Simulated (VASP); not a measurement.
Au:

```
Au
1.0
     4.07000    0.00000    0.00000
     0.00000    4.07000    0.00000
     0.00000    0.00000    4.07000
Au
4
Cartesian
  0.0000 0.0000 0.0000
  0.0000 2.0350 2.0350
  2.0350 0.0000 2.0350
  2.0350 2.0350 0.0000
```

* Program: VASP 6.6.1
* Task: relaxation of volume and atoms at fixed shape
* Functional: PBE
* Potentials or basis: VASP PAW PBE potentials, release 64 (Au)
* Cutoff: 500 eV
* k mesh: 6 × 6 × 6
* Occupations: gaussian, width 0.1 eV
* Spin: no spin polarisation

At the start: pressure 10.7 GPa; volume 16.85 Å³/atom.

Q: How do energy, volume and symmetry change on relaxing?

A: Over 3 steps the energy falls by 34.0 meV/atom and the volume is 17.98 Å³/atom (+6.7 %); space group Fm-3m (No. 225, to 0.05 Å).

Step by step:
| step | energy change (eV) | largest force (eV/Å) | pressure (GPa) | volume (Å³) |
| --- | --- | --- | --- | --- |
| 1 | 0.0000 | 0.0000 | 10.72 | 67.42 |
| 2 | 0.1203 | 0.0000 | -10.16 | 79.03 |
| 3 | -0.1361 | 0.0000 | -0.22 | 71.92 |

Final structure:
```xyz
4
Lattice="4.1586 0.0000 0.0000 0.0000 4.1586 0.0000 0.0000 0.0000 4.1586" Properties=species:S:1:pos:R:3 pbc="T T T"
Au    0.0000    0.0000    0.0000
Au    0.0000    2.0793    2.0793
Au    2.0793    0.0000    2.0793
Au    2.0793    2.0793    0.0000
```
